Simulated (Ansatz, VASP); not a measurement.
K: VASP beside Ansatz

Contents of INCAR:

```
SYSTEM = K
PREC = Accurate
ENCUT = 520
EDIFF = 1E-6
ISMEAR = -1
SIGMA = 0.1
LREAL = .FALSE.
LASPH = .TRUE.
NELM = 60
ALGO = Normal
ISIF = 2
LWAVE = .FALSE.
LCHARG = .FALSE.
GGA = RP
NBANDS = 10
```

The input KPOINTS:

```
regular mesh
0
G
  8 8 8
  0 0 0
```

Contents of POSCAR:

```
K
1.0
    4.4802793182      0.0000000000      0.0000000000
    0.0000000000      4.4802793182      0.0000000000
    0.0000000000      0.0000000000      4.4802793182
K
1
Direct
    0.0000000000      0.0000000000      0.0000000000
```

Input for Ansatz:

```yaml
crystal:
  lattice:
    - [4.4802793182, 0.0, 0.0]
    - [0.0, 4.4802793182, 0.0]
    - [0.0, 0.0, 4.4802793182]
  atoms:
    - { symbol: K, position: [0.0, 0.0, 0.0] }
hamiltonian:
  xc: rpbe
  pseudopotentials:
    kind: paw
    azcp:
      K: "pseudopotentials/K.paw.azcp"
basis:
  ecutwfc: 420
  fft_grid_basis: typed
kpoints:
  mp_grid: { grid: [8, 8, 8], shift: [0, 0, 0] }
magnetization:
  spin_polarized: false
scf:
  occupations: { method: fermi_dirac, width: 0.1 }
  lower_state_search: "off"
output:
  stress: true
```

Alike in both runs: task single point; functional RPBE; k mesh 8 × 8 × 8; occupations fermi-dirac, width 0.1 eV; no spin polarisation.

```csv
,VASP,Ansatz
version,VASP 6.6.1,Ansatz 0.2.0
potentials or method,"VASP PAW PBE potentials, release 64 (K_sv), cutoff 520 eV","plane waves (420 eV) with PAW, scalar-relativistic"
valence electrons in the cell,9,9
```

```tsv
	VASP	Ansatz	Ansatz less VASP
pressure (GPa)	-0.1	-0.1	+0.01
```

VASP's potentials were made for PBE, not for RPBE. The functional is the same, so the differences come from potentials, cutoffs and numerics.
